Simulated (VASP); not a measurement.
# K: single point with PBE

K, a slab with vacuum:

```xyz
2
Lattice="8.1375 0.0000 0.0000 0.0000 7.7663 0.0000 0.0000 0.0000 20.0000" Properties=species:S:1:pos:R:3 pbc="T T T"
K     2.7125    5.8247   10.0000
K     5.4250    1.9416   10.0000
```

```
Program             : VASP 6.6.1
Task                : single point
Functional          : PBE
Potentials or basis : VASP PAW PBE potentials, release 64 (K_sv)
Cutoff              : 520 eV
k mesh              : 4 × 5 × 1
Occupations         : fermi-dirac, width 0.05 eV
Spin                : no spin polarisation
```

```json
{
 "Largest force": "0.061 eV/Å"
}
```

Forces in eV/Å, atoms in the order of the input:
```
K    0.061  0.000  0.000
K   -0.061  0.000  0.000
```

Levels at points of the mesh, in eV from the Fermi level:
| k point | band 7 | band 8 | band 9 | band 10 | band 11 | band 12 |
| --- | --- | --- | --- | --- | --- | --- |
| (0.00, 0.00, 0.00) | -16.28 | -16.26 | -0.85 | 0.93 | 1.48 | 1.61 |
| (0.50, 0.00, 0.00) | -16.28 | -16.26 | -0.50 | 0.13 | 1.25 | 1.66 |

Run time: 6.4 min on 1 thread of Intel(R) Xeon(R) Platinum 8488C (Sapphire Rapids), with other jobs on the host, peak memory 0.99 GiB.
